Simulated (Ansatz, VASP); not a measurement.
# One calculation of CsPbCl3, two programs

```
Pb Cs Cl
1.0
     5.56738    0.00000    0.00000
     0.00000    5.56738    0.00000
     0.00000    0.00000    5.56738
Pb Cs Cl
1 1 3
Direct
  0.50000 0.50000 0.50000
  0.00000 0.00000 0.00000
  0.50000 0.00000 0.50000
  0.00000 0.50000 0.50000
  0.50000 0.50000 0.00000
```

Change from the starting cell: volume scaled by 0.98.

Alike in both runs: task single point; functional PBE; k mesh 5 × 5 × 5; occupations fermi-dirac, width 0.05 eV; no spin polarisation.

|  | VASP | Ansatz |
| --- | --- | --- |
| version | VASP 6.6.1 | Ansatz 0.2.0 |
| potentials or method | VASP PAW PBE potentials, release 64 (Pb_d, Cs_sv, Cl), cutoff 520 eV | all-electron LAPW, scalar-relativistic |

```csv
,VASP,Ansatz,Ansatz less VASP
gap on the k mesh at the Fermi level (eV),2.92,2.91,-0.010
least direct gap on the mesh (eV),2.92,2.91,-0.010
pressure (GPa),2.3,2.4,+0.05
```

Ansatz ran all-electron here, and VASP with PAW potentials.

Spin-orbit coupling is off throughout.
